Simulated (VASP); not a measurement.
Write the native input for VASP 6.6.1 that does the following.

* Task: relaxation of cell and atoms
* Functional: PBEsol
* Potentials or basis: VASP PAW PBE potentials, release 64 (Si)
* Cutoff: 500 eV
* k mesh: 9 × 9 × 6
* Occupations: gaussian, width 0.1 eV
* Spin: no spin polarisation
* Dipole correction: no
* Further INCAR settings: ALGO = Normal; EDIFF = 1e-07; IBRION = 2; EDIFFG = -0.05; NSW = 100; ISIF = 3

The structure of Si lies in POSCAR:

```
Si
1.0
    2.4440000000      0.0000000000      0.0000000000
   -1.2220000000      2.1165660900      0.0000000000
    0.0000000000      0.0000000000      4.1520000000
Si
2
Direct
    0.3333333300      0.6666666700      0.2500000000
    0.6666666700      0.3333333300      0.7500000000
```

This isn't the form of Si at room conditions, which is diamond.

These files were run (other wordings do the same):

INCAR

```
SYSTEM = Si
PREC     = Accurate       ! precision mode
ENCUT    = 500            ! plane-wave cutoff, eV
EDIFF    = 1E-7           ! SCF threshold, eV
ISMEAR   = 0              ! smearing method
SIGMA    = 0.1            ! smearing width, eV
LREAL    = .False.        ! projectors in reciprocal space
LASPH    = .True.         ! aspherical terms in the spheres
NELM     = 120            ! most SCF steps
ALGO     = Normal         ! electronic algorithm
ISIF     = 3              ! what is computed and relaxed
LWAVE    = .False.        ! write WAVECAR
LCHARG   = .False.        ! write CHGCAR
GGA      = PS             ! functional
IBRION   = 2              ! ionic algorithm
NSW      = 100            ! ionic steps
EDIFFG   = -0.05          ! ionic threshold
GGA_COMPAT= .False.      
NELMIN   = 4
```

KPOINTS

```
regular mesh
0
Gamma
  9 9 6
  0 0 0
```

Potentials or basis: VASP PAW PBE potentials, release 64 (Si).

Launch:

```console
$ cat potpaw_PBE.64/Si/POTCAR > POTCAR
$ mpirun -np 1 vasp_std > vasp.out
```

It gave:

```yaml
Relaxed_volume: 14.01 Å³/atom
Relaxed_cell: a = 2.675 Å, b = 2.675 Å, c = 4.523 Å, α = 90.00°, β = 90.00°, γ = 120.00°
Space_group_after_relaxing_to_0.1_Å: P6_3/mmc (No. 194)
Energy_gained_by_relaxing: 365.5 meV/atom
Ionic_steps: 6
Pressure_after_relaxing: -0.1 GPa
Band_gap_on_the_k_mesh: zero (bands 4 and 5 overlap by 12.68 eV)
```

Caveat: the volume moved by over 15 % at a fixed basis, so the end points are rough; the PAW data sets were made with another functional, which shifts forces and pressure a little.

Run time: 20 s on 1 thread of Intel(R) Xeon(R) Platinum 8488C (Sapphire Rapids), with other jobs on the host, peak memory 0.12 GiB.
